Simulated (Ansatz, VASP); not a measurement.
## Two plane-wave programs on Re

Contents of INCAR:

```
SYSTEM = Re
  PREC = Accurate
  ENCUT = 560
  EDIFF = 1E-6
  ISMEAR = -1
  SIGMA = 0.1
  LREAL = .False.
  LASPH = .True.
  NELM = 120
  ALGO = Normal
  ISIF = 2
  LWAVE = .False.
  LCHARG = .False.
  GGA = PE
  NBANDS = 22
  GGA_COMPAT = .False.
```

KPOINTS

```
regular mesh
0
Gamma
  16 16 16
  0 0 0
```

File POSCAR:

```
Re
1.0
    0.0000000000      2.7877749542      2.7877749542
    2.7877749542      0.0000000000      2.7877749542
    2.7877749542      2.7877749542      0.0000000000
Re
2
Direct
    0.1250000000      0.1250000000      0.1250000000
    0.8750000000      0.8750000000      0.8750000000
```

Input for Ansatz:

```yaml
crystal:
  lattice:
    - [0.0, 2.7877749542, 2.7877749542]
    - [2.7877749542, 0.0, 2.7877749542]
    - [2.7877749542, 2.7877749542, 0.0]
  atoms:
    - { symbol: Re, position: [0.125, 0.125, 0.125] }
    - { symbol: Re, position: [0.875, 0.875, 0.875] }
hamiltonian:
  xc: pbe
  pseudopotentials:
    kind: paw
    azcp:
      Re: "pseudopotentials/Re.paw.azcp"
basis:
  ecutwfc: 420
  fft_grid_basis: typed
kpoints:
  mp_grid: { grid: [16, 16, 16], shift: [0, 0, 0] }
magnetization:
  spin_polarized: false
scf:
  occupations: { method: fermi_dirac, width: 0.1 }
output:
  stress: true
```

Alike in both runs: task single point; functional PBE; k mesh 16 × 16 × 16; occupations fermi-dirac, width 0.1 eV; no spin polarisation.

|  | VASP | Ansatz |
| --- | --- | --- |
| version | VASP 6.6.1 | Ansatz 0.2.0 |
| potentials or method | VASP PAW PBE potentials, release 64 (Re_sv_GW), cutoff 560 eV | plane waves (420 eV) with PAW, scalar-relativistic |
| valence electrons in the cell | 30 | 30 |

```tsv
	VASP	Ansatz	Ansatz less VASP
pressure (GPa)	7.0	7.9	+0.96
```

Spin-orbit coupling is off throughout.
